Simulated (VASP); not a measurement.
Ru, 3 atoms in the cell. It takes space group R-3m (No. 166, trigonal). Conventional cell: a = 2.701 Å, b = 2.701 Å, c = 19.284 Å, α = 90.00°, β = 90.00°, γ = 120.00°. Within 3.5 Å of Ru (site symmetry -3m) lie 12 Ru at 2.67 to 2.70 Å. Ru (site symmetry 3m) has 12 Ru at 2.60 to 2.70 Å within 3.4 Å. 

```yaml
Program: VASP 6.6.1
Task: single point
Functional: r2SCAN
Potentials_or_basis: VASP PAW PBE potentials, release 64 (Ru_sv)
Cutoff: 660 eV
k_mesh: 9 × 9 × 9
Occupations: gaussian, width 0.1 eV
Spin: no spin polarisation
Dipole_correction: no
Further_INCAR_settings: ALGO = Normal; EDIFF = 1e-06; NBANDS = 31
```

Potentials or basis: VASP PAW PBE potentials, release 64 (Ru_sv).

The run is started by

```bash
$ cat potpaw_PBE.64/Ru_sv/POTCAR > POTCAR
$ cp INCAR.step1 INCAR
$ mpirun -np 1 vasp_std > vasp.out
$ cp INCAR.step2 INCAR
$ mpirun -np 1 vasp_std > vasp.out
```

Hardware: 1 thread of AMD EPYC 7R43 64-Core Processor (Zen 3), with other jobs on the host.

Question: Estimate the wall time of this run.

Answer: Wall time 71 min on 1 thread of AMD EPYC 7R43 64-Core Processor (Zen 3) (shared host), peak memory 0.43 GiB. Counts: k points 85.
